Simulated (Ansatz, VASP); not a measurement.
## Au in VASP and in Ansatz

File INCAR:

```
SYSTEM = Au
PREC = Accurate ; ENCUT = 520
EDIFF = 1E-6 ; ISMEAR = -1
SIGMA = 0.05 ; LREAL = .FALSE.
LASPH = .TRUE. ; NELM = 100
ALGO = Fast ; ISIF = 2
LWAVE = .FALSE. ; LCHARG = .TRUE.
GGA = PS ; LELF = .TRUE.
LVHAR = .TRUE. ; NBANDS = 18
```

File KPOINTS:

```
regular mesh
0
G
  10 10 6
  0 0 0
```

POSCAR

```
Au
1.0
    2.7965925888      0.0000000000      0.0000000000
   -0.0128683956      2.8012516386      0.0000000000
   -1.1302545584     -1.1774549423      4.8909659635
Au
2
Direct
    0.6728620000      0.6659620000      0.2740550000
    0.3271380000      0.3340380000      0.7259450000
```

The input input.yaml:

```yaml
crystal:
  lattice:
    - [2.7965925888, 0.0, 0.0]
    - [-0.0128683956, 2.8012516386, 0.0]
    - [-1.1302545584, -1.1774549423, 4.8909659635]
  atoms:
    - { symbol: Au, position: [0.672862, 0.665962, 0.274055] }
    - { symbol: Au, position: [0.327138, 0.334038, 0.725945] }
kpoints:
  mp_grid: { grid: [10, 10, 6] }
scf:
  occupations: { method: fermi_dirac, width: 0.05 }
hamiltonian:
  xc: pbesol
  pseudopotentials: { kind: all_electron, lapw: { basis_error: 0.0005 } }
output:
  forces: true
  stress: true
  eigenvalues: true
```

Change from the starting cell: volume scaled by 0.98.

Alike in both runs: task single point; functional PBEsol; k mesh 10 × 10 × 6; occupations fermi-dirac, width 0.05 eV; no spin polarisation.

```csv
,VASP,Ansatz
version,VASP 6.6.1,Ansatz 0.2.0
potentials or method,"VASP PAW PBE potentials, release 64 (Au), cutoff 520 eV","all-electron LAPW, scalar-relativistic"
```

Ansatz gave:

* gap on the k mesh at the Fermi level (eV): none
* pressure (GPa): -5.8
* traceless stress, the component that is largest in VASP (GPa): 1.51
* rms of the force components (eV/Å): 0.063

**Question.** Estimate VASP's values.

**Answer.** gap on the k mesh at the Fermi level (eV): none; pressure (GPa): -5.9; traceless stress, the component that is largest in VASP (GPa): 1.49; rms of the force components (eV/Å): 0.063.

VASP's potentials were made for PBE, not for PBEsol. Atom by atom the forces differ by 0.001 eV/Å (rms over components). A gap of «none» marks a metal or a gap that the smearing closes. Ansatz ran all-electron here, and VASP with PAW potentials.

Spin-orbit coupling is off throughout.
